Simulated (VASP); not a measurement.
A run of VASP 6.6.1 is set up as follows.

INCAR

```
PREC = Accurate
ENCUT = 520
EDIFF = 1E-7
ISMEAR = -1
SIGMA = 0.06122561905347299
LREAL = F
LASPH = T
NELM = 80
ALGO = Normal
ISIF = 2
LWAVE = F
LCHARG = F
GGA = PE
NBANDS = 14
```

The input KPOINTS:

```
Automatic mesh
0
Gamma
  17 17 17
```

Contents of POSCAR:

```
Bi
1.0
    3.3198851269      0.0000000000      0.0000000000
    0.0000000000      3.3198851269      0.0000000000
    0.0000000000      0.0000000000      3.3198851269
Bi
1
Direct
    0.0000000000      0.0000000000      0.0000000000
```

Potentials or basis: VASP PAW PBE potentials, release 64 (Bi_d).

Command:

```bash
$ cat potpaw_PBE.64/Bi_d/POTCAR > POTCAR
$ mpirun -np 1 vasp_std > vasp.out
```

Estimate the band gap on the k mesh.

zero (an odd number of electrons rules out a gap without spin polarisation).

Predict the pressure.

-1.7 GPa.

Caveat: spin-orbit coupling is left out, which moves the levels of the heavy elements.
